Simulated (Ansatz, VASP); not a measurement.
## Two plane-wave programs on Pd

Contents of POSCAR:

```
Pd
1.0
    0.0000000000      1.9567730079      1.9567730079
    1.9567730079      0.0000000000      1.9567730079
    1.9567730079      1.9567730079      0.0000000000
Pd
1
Direct
    0.0000000000      0.0000000000      0.0000000000
```

File INCAR.step1:

```
PREC = Accurate
ENCUT = 520
ISMEAR = -1
SIGMA = 0.2
LREAL = F
LASPH = T
NELM = 150
ISPIN = 2
MAGMOM = 0.436
LMAXMIX = 4
NBANDS = 15
GGA = PE
ALGO = Normal
EDIFF = 1E-4
LWAVE = T
LCHARG = F
```

File INCAR.step2:

```
PREC = Accurate
ENCUT = 520
EDIFF = 1E-6
ISMEAR = -1
SIGMA = 0.2
LREAL = F
LASPH = T
NELM = 150
ALGO = Normal
ISIF = 2
LWAVE = F
LCHARG = F
ISPIN = 2
MAGMOM = 0.436
LORBIT = 11
LMAXMIX = 4
METAGGA = R2SCAN
LMIXTAU = T
NBANDS = 15
ISTART = 1
```

The input KPOINTS:

```
Automatic mesh
0
Gamma
  14 14 14
```

Input for Ansatz:

```yaml
crystal:
  lattice:
    - [0.0, 1.9567730079, 1.9567730079]
    - [1.9567730079, 0.0, 1.9567730079]
    - [1.9567730079, 1.9567730079, 0.0]
  atoms:
    - { symbol: Pd, position: [0.0, 0.0, 0.0], spin: 0.436 }
hamiltonian:
  xc: r2scan
  pseudopotentials:
    kind: paw
    azcp:
      Pd: "pseudopotentials/Pd.paw.azcp"
basis:
  ecutwfc: 500
  fft_grid_basis: typed
kpoints:
  mp_grid: { grid: [14, 14, 14], shift: [0, 0, 0] }
magnetization:
  spin_polarized: true
scf:
  occupations: { method: fermi_dirac, width: 0.2 }
  lower_state_search: "off"
output:
  stress: true
  write_density: true
  write_potential: true
  elf: true
  volumetric_format: npy
```

Alike in both runs: task single point; functional r2SCAN; k mesh 14 × 14 × 14; occupations fermi-dirac, width 0.2 eV; collinear spin.

|  | VASP | Ansatz |
| --- | --- | --- |
| version | VASP 6.6.1 | Ansatz 0.2.0 |
| potentials or method | VASP PAW PBE potentials, release 64 (Pd), cutoff 520 eV | plane waves (500 eV) with PAW, scalar-relativistic |
| valence electrons in the cell | 10 | 18 |

VASP gave:

| Property | Result |
| --- | --- |
| pressure (GPa) | 1.0 |
| net moment per atom (μB) | 0.00 |

Which values does Ansatz return?

Pressure (GPa): 0.3; net moment per atom (μB): 0.00.

VASP's potentials were made for PBE, not for r2SCAN. VASP's potentials hold 10 valence electrons a cell and Ansatz's 18, so a difference there can come from the potentials and not from the codes. Ansatz's warnings: seeded moment not kept, stability check not made.
